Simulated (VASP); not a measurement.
**MnS: single point with PBEsol**

MnS:

```
Mn S
1.0
     0.00000    2.36577    2.36577
     2.36577    0.00000    2.36577
     2.36577    2.36577    0.00000
Mn S
1 1
Direct
  0.00000 0.00000 0.00000
  0.50000 0.50000 0.50000
```

This cell differs from its parent crystal: volume scaled by 0.88.

- Program: VASP 6.6.1
- Task: single point
- Functional: PBEsol
- Potentials or basis: VASP PAW PBE potentials, release 64 (Mn_pv, S)
- Cutoff: 520 eV
- k mesh: 14 × 14 × 14
- Occupations: gaussian, width 0.1 eV
- Spin: collinear spin, ferromagnetic start
- Starting moments: [4.04, 0.0] μB
- Dipole correction: no
- Further INCAR settings: ALGO = Normal; EDIFF = 1e-07; NBANDS = 20

```yaml
Pressure: 10.6 GPa
Net_moment: 3.51 μB per cell
Site_moments: Mn +3.29; S +0.04 μB
Valence_electrons_inside_the_program's_atomic_spheres: Mn 11.71; S 3.75
```

Levels at points of the mesh, in eV from the Fermi level:
Spin up:
| k point | band 8 | band 9 | band 10 | band 11 | band 12 | band 13 | band 14 | band 15 |
| --- | --- | --- | --- | --- | --- | --- | --- | --- |
| (0.00, 0.00, 0.00) | -3.17 | -3.17 | -2.01 | -2.01 | -2.01 | 4.51 | 9.56 | 9.56 |
| (0.50, 0.00, 0.00) | -2.28 | -2.28 | -1.73 | 1.97 | 1.97 | 3.09 | 5.80 | 5.80 |
| (0.50, 0.50, 0.00) | -4.25 | -2.68 | -2.02 | -2.02 | -1.12 | 1.91 | 6.25 | 13.01 |
Spin down:
```
           k point  band 5  band 6  band 7  band 8  band 9  band 10  band 11  band 12
(0.00, 0.00, 0.00)   -1.81   -1.81   -1.81   -0.72   -0.72    -0.72    -0.59    -0.59
(0.50, 0.00, 0.00)   -8.39   -4.65   -4.65    0.87    0.87     1.27     3.40     4.05
(0.50, 0.50, 0.00)   -7.29   -3.98   -3.98   -2.43    0.07     1.26     1.26     1.53
```

Wall time 70 s on 1 thread of Intel(R) Xeon(R) 6975P-C (Granite Rapids), with other jobs on the host, peak memory 0.22 GiB.

Caveat: the PAW data sets were made with another functional, which shifts forces and pressure a little; a cell with one magnetic atom can't hold antiferromagnetic order, which such compounds often take; semilocal functionals often make such compounds metallic where correlation or magnetic order opens a gap, which also shifts bond lengths.
